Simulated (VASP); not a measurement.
# Be2C (Fm-3m) in VASP: further runs

Be2C is run at these levels: r2SCAN; tasks: single point.

Program: VASP 6.6.1. These are calculated values, not measurements. Logs are shortened: lines on timing, memory, paths and dates and some standing lists are left out, and cuts for length are marked.

### 1 The cell of the first run

Symmetry: Fm-3m, No. 225, cubic system. The conventional cell has a = 4.257 Å, b = 4.257 Å, c = 4.257 Å, α = 90.00°, β = 90.00°, γ = 90.00°. Within 2.4 Å of Be (site symmetry -43m) lie 4 C at 1.84 Å and 6 Be at 2.13 Å. C (site symmetry m-3m) has 8 Be at 1.84 Å within 2.4 Å.

### 2 Single point, r2SCAN

POSCAR reads:

```
Be2C
1.0
    2.1285248950      2.1285248950      0.0000000000
   -2.1285248950      2.1285248950      0.0000000000
    0.0000000000      2.1285248950      2.1285248950
Be C
2 1
Direct
    0.2500000000      0.7500000000      0.5000000000
    0.7500000000      0.2500000000      0.5000000000
    0.0000000000      0.0000000000      0.0000000000
```

INCAR.step1 reads:

```
SYSTEM = Be2C
  ALGO = Normal
  EDIFF = 1E-5
  ENCUT = 660
  GGA = PE
  GGA_COMPAT = .FALSE.
  ISMEAR = 0
  LASPH = .TRUE.
  LCHARG = .FALSE.
  LREAL = .FALSE.
  LWAVE = .TRUE.
  NBANDS = 11
  NELM = 120
  PREC = Accurate
  SIGMA = 0.01
```

INCAR.step2 reads:

```
SYSTEM = Be2C
  ALGO = Normal
  EDIFF = 1E-6
  ENCUT = 660
  GGA_COMPAT = .FALSE.
  ISIF = 2
  ISMEAR = 0
  ISTART = 1
  LASPH = .TRUE.
  LCHARG = .FALSE.
  LMIXTAU = .TRUE.
  LREAL = .FALSE.
  LWAVE = .FALSE.
  METAGGA = R2SCAN
  NBANDS = 11
  NELM = 120
  PREC = Accurate
  SIGMA = 0.01
```

KPOINTS reads:

```
k-points
0
G
  10 10 10
  0 0 0
```

Potentials or basis: VASP PAW PBE potentials, release 64 (Be, C).

Command:

```sh
> cat potpaw_PBE.64/Be/POTCAR potpaw_PBE.64/C/POTCAR > POTCAR
> cp INCAR.step1 INCAR
> mpirun -np 1 vasp_std > vasp.out
> cp INCAR.step2 INCAR
> mpirun -np 1 vasp_std > vasp.out
```

OUTCAR:

```text
SYSTEM = Be2C
   EDIFF = 1E-6
   ENCUT = 660
   ISIF = 2
   ISMEAR = 0
   ISTART = 1
   LASPH = .TRUE.
   LREAL = .FALSE.
   METAGGA = R2SCAN
   NELM = 120
   PREC = Accurate

 ion  position               nearest neighbor table
   1  0.250  0.750  0.500-   3 1.84   3 1.84   3 1.84   3 1.84   2 2.13   2 2.13   2 2.13   2 2.13
                             2 2.13   2 2.13
   2  0.750  0.250  0.500-   3 1.84   3 1.84   3 1.84   3 1.84   1 2.13   1 2.13   1 2.13   1 2.13
                             1 2.13   1 2.13
   3  0.000  0.000  0.000-   2 1.84   1 1.84   1 1.84   2 1.84   1 1.84   2 1.84   2 1.84   1 1.84

  LATTYP: Found a face centered cubic cell.
 ALAT       =     4.2570497900

  Lattice vectors:

 A1 = (   0.0000000000,   2.1285248950,   2.1285248950)
 A2 = (   2.1285248950,   0.0000000000,   2.1285248950)
 A3 = (   2.1285248950,   2.1285248950,   0.0000000000)

Analysis of symmetry for initial positions (statically):
=====================================================================
 Subroutine PRICEL returns:
 Original cell was already a primitive cell.

 Routine SETGRP: Setting up the symmetry group for a
 face centered cubic supercell.

 Subroutine GETGRP returns: Found 48 space group operations
 (whereof 48 operations were pure point group operations)
 out of a pool of 48 trial point group operations.

The static configuration has the point symmetry O_h .

Analysis of symmetry for dynamics (positions and initial velocities):
=====================================================================
 Subroutine PRICEL returns:
 Original cell was already a primitive cell.

 Routine SETGRP: Setting up the symmetry group for a
 face centered cubic supercell.

 Subroutine GETGRP returns: Found 48 space group operations
 (whereof 48 operations were pure point group operations)
 out of a pool of 48 trial point group operations.

The dynamic configuration has the point symmetry O_h .

 Subroutine INISYM returns: Found 48 space group operations
 (whereof 48 operations are pure point group operations),
 and found     1 'primitive' translations

----------------------------------------------------------------------------------------

                                     Primitive cell

  volume of cell :      19.2871

  direct lattice vectors                    reciprocal lattice vectors
     2.128524895  2.128524895  0.000000000     0.234904464  0.234904464 -0.234904464
    -2.128524895  2.128524895  0.000000000    -0.234904464  0.234904464 -0.234904464
     0.000000000  2.128524895  2.128524895     0.000000000  0.000000000  0.469808928

  length of vectors
     3.010188774  3.010188774  3.010188774     0.406866467  0.406866467  0.469808928

  position of ions in fractional coordinates (direct lattice)
     0.250000000  0.750000000  0.500000000
     0.750000000  0.250000000  0.500000000
     0.000000000  0.000000000  0.000000000

  ion indices of the primitive-cell ions
   primitive index   ion index
                 1           1
                 2           2
                 3           3

----------------------------------------------------------------------------------------

 KPOINTS: k-points

Automatic generation of k-mesh.
 Grid dimensions read from file:
 generate k-points for:   10   10   10

 Generating k-lattice:

  Cartesian coordinates                     Fractional coordinates (reciprocal lattice)
     0.023490446  0.023490446 -0.023490446     0.100000000  0.000000000  0.000000000
    -0.023490446  0.023490446 -0.023490446     0.000000000  0.100000000  0.000000000
     0.000000000  0.000000000  0.046980893     0.000000000  0.000000000  0.100000000

  Length of vectors
     0.040686647  0.040686647  0.046980893

  Shift w.r.t. Gamma in fractional coordinates (k-lattice)
     0.000000000  0.000000000  0.000000000

 Subroutine IBZKPT returns following result:
 ===========================================

 Found     47 irreducible k-points:

 Following reciprocal coordinates:
            Coordinates               Weight
  0.000000  0.000000  0.000000      1.000000
  0.100000  0.000000  0.000000      8.000000
  0.200000  0.000000  0.000000      8.000000
  0.300000  0.000000  0.000000      8.000000
  0.400000  0.000000  0.000000      8.000000
  0.500000  0.000000  0.000000      4.000000
[... 16 lines left out ...]
  0.300000  0.300000  0.000000     12.000000
  0.400000  0.300000  0.000000     24.000000
 [... further k-points ...]
   k-points           NKPTS =     47   k-points in BZ     NKDIM =     47   number of bands    NBANDS=     11
   number of dos      NEDOS =    301   number of ions     NIONS =      3
   total plane-waves  NPLWV =  21952
   dimension x,y,z NGX =    28 NGY =   28 NGZ =   28
   dimension x,y,z NGXF=    56 NGYF=   56 NGZF=   56
   ions per type =               2   1
   NGX,Y,Z   is equivalent  to a cutoff of  15.46, 15.46, 15.46 a.u.
   NGXF,Y,Z  is equivalent  to a cutoff of  30.93, 30.93, 30.93 a.u.
 SYSTEM =  Be2C
   PREC   = accura    normal or accurate (medium, high low for compatibility)
   ISTART =      1    job   : 0-new  1-cont  2-samecut
   ICHARG =      0    charge: 1-file 2-atom 10-const
   ISPIN  =      1    spin polarized calculation?
   LNONCOLLINEAR =      F non collinear calculations
   LSORBIT =      F    spin-orbit coupling
   LASPH  =      T    aspherical Exc in radial PAW
   ENCUT  =  660.0 eV  48.51 Ry    6.96 a.u.   6.31  6.31  6.31*2*pi/ulx,y,z
   NELM   =    120;   NELMIN=  2; NELMDL=  0     # of ELM steps
   EDIFF  = 0.1E-05   stopping-criterion for ELM
   LREAL  =      F    real-space projection
   EDIFFG = 0.1E-04   stopping-criterion for IOM
   NSW    =      0    number of steps for IOM
   IBRION =     -1    ionic relax: 0-MD 1-quasi-New 2-CG
   NFREE  =      0    steps in history (QN), initial steepest desc. (CG)
   ISIF   =      2    stress and relaxation
   ISYM   =      2    0-nonsym 1-usesym 2-fastsym
   POTIM  = 0.5000    time-step for ionic-motion
   TEBEG  =    0.0;   TEEND  =   0.0 temperature during run
   PSTRESS=    0.0 pullay stress
   NELECT =       8.0000    total number of electrons
   NUPDOWN=      -1.0000    fix difference up-down
   EMIN   =  10.00;   EMAX   =-10.00  energy-range for DOS
   EFERMI =   0.00;   METHOD = LEGACY
   ISMEAR =     0;   SIGMA  =   0.01  broadening in eV -4-tet -1-fermi 0-gaus
   EFERMI_NEDOS =   21; number of points for ismear=-14 and -15
   IALGO  =     38    algorithm
   IMIX   =      4    mixing-type and parameters
     AMIX     =   0.40;   BMIX     =  1.00
     AMIX_MAG =   1.60;   BMIX_MAG =  1.00
  volume/ion in A,a.u.               =       6.43        43.39
  Fermi-wavevector in a.u.,A,eV,Ry     =   1.220907  2.307181 20.281050  1.490615
  Thomas-Fermi vector in A             =   2.356108
   LORBIT       =      0    0 simple, 1 ext, 2 COOP (PROOUT), +10 PAW based schemes
   METAGGA = R2SCAN    functional components
   LHFCALC =     F    Hartree Fock is set to
   AEXX    =    0.0000 exact exchange contribution
   IVDW    =     0    specifies the selected vdW correction
   LEPSILON=     F    determine dielectric tensor
   LRPA    =     F    only Hartree local field effects (RPA)
 non-spin polarized calculation
 Gauss-broadening in eV      SIGMA  =   0.01
  energy-cutoff  :      660.00
  volume of cell :       19.29
 maximum number of plane-waves:       757
 NGX is ok and might be reduce to    28
   NGX = 13   NGY = 13   NGZ = 13

 number of electron       8.0000000 magnetization

 Free energy of the ion-electron system (eV)
  ---------------------------------------------------
  ext. energy  EPLUGINS =         0.00000000
  ---------------------------------------------------
  free energy    TOTEN  =       -19.44341174 eV

  energy without entropy =      -19.44341174  energy(sigma->0) =      -19.44341174

 E-fermi :   8.3199     XC(G=0): -12.2367

 val. band max:        8.2095973358   @ k =   0.0000   0.0000   0.0000
 cond. band min:       9.7576230421   @ k =   0.5000   0.5000   0.0000
 fundamental gap:      1.5480257064
 Fermi energy:         8.3199386748

 k-point     1 :       0.0000    0.0000    0.0000
  band No.  band energies     occupation
      1      -8.1118      2.00000
      2       8.2096      2.00000
      3       8.2096      2.00000
      4       8.2096      2.00000
      5      12.9283      0.00000
      6      12.9283      0.00000
      7      12.9283      0.00000
      8      16.2098      0.00000
      9      23.0031      0.00000
     10      23.0031      0.00000
     11      23.0031      0.00000

 k-point     2 :       0.1000    0.0000    0.0000
  band No.  band energies     occupation
      1      -7.9390      2.00000
      2       6.7973      2.00000
      3       7.8845      2.00000
      4       7.8845      2.00000
      5      13.4127      0.00000
      6      13.4127      0.00000
      7      13.8597      0.00000
      8      16.5877      0.00000
      9      21.6349      0.00000
     10      21.6349      0.00000
     11      23.4262      0.00000

 k-point     3 :       0.2000    0.0000    0.0000
  band No.  band energies     occupation
      1      -7.4277      2.00000
      2       4.2813      2.00000
      3       7.2525      2.00000
      4       7.2525      2.00000
      5      14.2258      0.00000
      6      14.2258      0.00000
      7      14.9594      0.00000
      8      17.5760      0.00000
      9      20.5602      0.00000
     10      20.5602      0.00000
     11      24.6201      0.00000

 k-point     4 :       0.3000    0.0000    0.0000
  band No.  band energies     occupation
      1      -6.6110      2.00000
      2       1.8018      2.00000
      3       6.6946      2.00000
      4       6.6946      2.00000
      5      14.3688      0.00000
      6      14.3688      0.00000
      7      15.6754      0.00000
      8      18.5342      0.00000
      9      21.2266      0.00000
     10      21.2266      0.00000
     11      26.0883      0.00000

 k-point     5 :       0.4000    0.0000    0.0000
  band No.  band energies     occupation
      1      -5.6206      2.00000
      2      -0.2424      2.00000
      3       6.3430      2.00000
      4       6.3430      2.00000
      5      14.0251      0.00000
      6      14.0251      0.00000
      7      16.1574      0.00000
      8      19.1377      0.00000
      9      23.1580      0.00000
     10      23.1580      0.00000
     11      27.1611      0.00000
[... 211 lines left out ...]
 k-point    21 :      -0.3000    0.2000    0.0000
  band No.  band energies     occupation
      1      -6.6097      2.00000
      2       3.5649      2.00000
      3       4.9498      2.00000
      4       5.5788      2.00000
      5      13.3060      0.00000
      6      14.3200      0.00000
      7      17.4116      0.00000
      8      17.5616      0.00000
      9      21.7658      0.00000
     10      25.3456      0.00000
     11      26.6594      0.00000

 k-point    22 :      -0.2000    0.2000    0.0000
  band No.  band energies     occupation
      1      -7.2063      2.00000
      2       5.5753      2.00000
      3       5.5753      2.00000
      4       5.8158      2.00000
      5      13.5223      0.00000
      6      14.3422      0.00000
      7      16.5193      0.00000
      8      16.5193      0.00000
      9      20.7249      0.00000
     10      25.4593      0.00000
     11      25.4593      0.00000

 k-point    23 :       0.3000    0.3000    0.0000
  band No.  band energies     occupation
      1      -4.6339      2.00000
      2       0.4407      2.00000
      3       2.2561      2.00000
      4       5.0370      2.00000
      5      13.3303      0.00000
      6      18.8189      0.00000
      7      19.1638      0.00000
      8      19.3186      0.00000
      9      21.0193      0.00000
     10      22.0550      0.00000
     11      27.7984      0.00000

 k-point    24 :       0.4000    0.3000    0.0000
  band No.  band energies     occupation
      1      -4.2099      2.00000
      2       0.1989      2.00000
      3       2.1609      2.00000
      4       4.2903      2.00000
      5      12.5779      0.00000
      6      18.6742      0.00000
      7      19.2885      0.00000
      8      20.3335      0.00000
      9      22.1610      0.00000
     10      22.8225      0.00000
     11      27.7753      0.00000

 [... further k-points ...]
[... 5 lines left out ...]
  --------------------------------------------------------------------------------------
  -------------------------------------------------------------------------------------
  Total        1.3029708      1.3029708      1.3029708      0.0000000      0.0000000     -0.0000000
  in kB      108.2378281    108.2378281    108.2378281      0.0000000      0.0000000     -0.0000000
  external PRESSURE =     108.2378281 kB  Pullay stress =       0.0000000 kB

 VOLUME and BASIS-vectors are now :
 -----------------------------------------------------------------------------
  energy-cutoff  :      660.00
  volume of cell :       19.29
      direct lattice vectors                 reciprocal lattice vectors
     2.128524895  2.128524895  0.000000000     0.234904464  0.234904464 -0.234904464
    -2.128524895  2.128524895  0.000000000    -0.234904464  0.234904464 -0.234904464
     0.000000000  2.128524895  2.128524895     0.000000000  0.000000000  0.469808928

 POSITION                                       TOTAL-FORCE (eV/Angst)
 -----------------------------------------------------------------------------------
     -1.06426      3.19279      1.06426         0.000000      0.000000      0.000000
      1.06426      3.19279      1.06426        -0.000000     -0.000000      0.000000
      0.00000      0.00000      0.00000         0.000000     -0.000000      0.000000
 -----------------------------------------------------------------------------------
    total drift:                                0.000000      0.000000     -0.000000

  FREE ENERGIE OF THE ION-ELECTRON SYSTEM (eV)
  ---------------------------------------------------
  free  energy   TOTEN  =       -19.4434117442 eV

  energy  without entropy=      -19.4434117442  energy(sigma->0) =      -19.44341174
```

Run time: 91 s. Hardware: 1 thread of Intel Xeon 8259CL, shared host; peak memory 0.16 GiB.

What came out:

- Free energy: -19.4434 eV
- Pressure: 10.8 GPa
- Band gap on the k mesh: 1.55 eV (least direct gap 4.72 eV)

Caveat: the cell stands under pressure; the PAW data sets were made with another functional, which shifts forces and pressure a little. A k mesh can miss the band edges.

(Continued in part 2 of 2.)
